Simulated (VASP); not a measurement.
Crystal: ZnS.

```
CELL_PARAMETERS angstrom
0.00000 2.66392 2.69410
2.66392 0.00000 2.69410
2.66392 2.66392 0.00000
ATOMIC_POSITIONS crystal
Zn 0.25000 0.25000 0.25000
S 0.00000 0.00000 0.00000
```

This cell differs from its parent crystal: biaxial xy strain -1.1%.

Base run:

```yaml
Program: VASP 6.6.1
Functional: PBE
Potentials_or_basis: VASP PAW PBE potentials, release 64 (Zn, S)
Cutoff: 520 eV
k_mesh: 8 × 8 × 8
Occupations: fermi-dirac, width 0.02 eV
Spin: no spin polarisation
```

Its results: band gap on the k mesh 2.24 eV, direct; pressure 4.4 GPa.

The run is repeated on the same cell with these changes: functional from PBE to r2SCAN; occupations from fermi-dirac, width 0.02 eV to gaussian, width 0.01 eV. What comes out?

Band gap on the k mesh 2.81 eV, direct; pressure 1.9 GPa.

Caveats: the PAW data sets were made with another functional, which shifts forces and pressure a little (some runs).

